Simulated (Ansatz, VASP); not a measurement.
# Two plane-wave programs on CsPbCl3

Contents of INCAR:

```
SYSTEM = CsPbCl3
PREC = Accurate ; ENCUT = 520
EDIFF = 1E-6 ; ISMEAR = 0
SIGMA = 0.05 ; LREAL = .False.
LASPH = .True. ; NELM = 80
ALGO = Normal ; ISIF = 2
LWAVE = .False. ; LCHARG = .False.
GGA = PS ; NBANDS = 30
```

File KPOINTS:

```
Automatic mesh
0
Gamma
  6 6 6
  0 0 0
```

The input POSCAR:

```
CsPbCl3
1.0
    4.0031551156      2.3112226836      3.2955554574
   -4.0031551156      2.3112226836      3.2955554574
    0.0000000000     -4.6224453672      3.2955554574
Cs Pb Cl
1 1 3
Direct
    0.5000000000      0.5000000000      0.5000000000
    0.0000000000      0.0000000000      0.0000000000
    0.5000000000      0.0467031331      0.9532968669
    0.0186003000      1.0095025331      0.4718971669
    0.9813997000      0.5281028331     -0.0095025331
```

Input for Ansatz:

```yaml
crystal:
  lattice:
    - [4.0031551156, 2.3112226836, 3.2955554574]
    - [-4.0031551156, 2.3112226836, 3.2955554574]
    - [0.0, -4.6224453672, 3.2955554574]
  atoms:
    - { symbol: Cs, position: [0.5, 0.5, 0.5] }
    - { symbol: Pb, position: [0.0, 0.0, 0.0] }
    - { symbol: Cl, position: [0.5, 0.0467031331, 0.9532968669] }
    - { symbol: Cl, position: [0.0186003, 1.0095025331, 0.4718971669] }
    - { symbol: Cl, position: [0.9813997, 0.5281028331, -0.0095025331] }
basis:
  ecutwfc: 420
kpoints:
  mp_grid: { grid: [6, 6, 6] }
hamiltonian:
  xc: pbesol
scf:
  occupations: { method: gaussian, width: 0.05 }
output:
  forces: true
  stress: true
  eigenvalues: true
```

Change from the starting cell: all Cl atoms moved +0.225 Å, as atom 3 towards its neighbour atom 1 (Cs) at 3.854 Å.

Alike in both runs: task single point; functional PBEsol; k mesh 6 × 6 × 6; occupations gaussian, width 0.05 eV; no spin polarisation.

|  | VASP | Ansatz |
| --- | --- | --- |
| version | VASP 6.6.1 | Ansatz 0.2.0 |
| potentials or method | VASP PAW PBE potentials, release 64 (Cs_sv, Pb_d, Cl), cutoff 520 eV | scalar-relativistic, plane waves, PAW |
| valence electrons in the cell | 44 | 44 |

```csv
,VASP,Ansatz,Ansatz less VASP
gap on the k mesh at the Fermi level (eV),2.06,2.06,-0.005
least direct gap on the mesh (eV),2.06,2.06,-0.005
pressure (GPa),-0.4,-0.4,+0.04
"traceless stress, the component that is largest in VASP (GPa)",-0.26,-0.26,0.000
rms of the force components (eV/Å),0.164,0.164,-0.0002
```

VASP's potentials were made for PBE, not for PBEsol. Atom by atom the forces differ by 0.001 eV/Å (rms over components). The functional is the same, so the differences come from potentials, cutoffs and numerics.

Neither program's run includes spin-orbit coupling.
